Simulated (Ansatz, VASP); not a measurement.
# Two plane-wave programs on InB2As3

```xyz
6
Lattice="3.4916 0.0000 0.0000 0.0000 3.4916 0.0000 0.0000 0.0000 8.4182" Properties=species:S:1:pos:R:3 pbc="T T T"
In    0.0000    0.0000    4.2091
B     1.7458    1.7458    3.4087
B     1.7458    1.7458    5.0095
As    0.0000    0.0000    6.9775
As    0.0000    0.0000    1.4407
As    1.7458    1.7458    0.0000
```

Alike in both runs: task relaxation of cell and atoms; functional PBE; k mesh 10 × 10 × 6; occupations gaussian, width 0.1 eV; no spin polarisation.

|  | VASP | Ansatz |
| --- | --- | --- |
| version | VASP 6.6.1 | Ansatz 0.2.0 |
| potentials or method | VASP PAW PBE potentials, release 64 (In_d, B, As), cutoff 600 eV | scalar-relativistic, plane waves, PAW |
| valence electrons in the cell | 34 | 64 |

```csv
,VASP,Ansatz,Ansatz less VASP
"gap on the k mesh at the Fermi level, each at its own relaxed structure (eV)",none,none,-
relaxed volume (Å³/atom),17.11,17.10,-0.011
relaxed cell length with the largest relative difference (Å),3.451,3.450,-0.0010
```

A gap of «none» marks a metal or a gap that the smearing closes. VASP's potentials hold 34 valence electrons a cell and Ansatz's 64, so a difference there can come from the potentials and not from the codes.
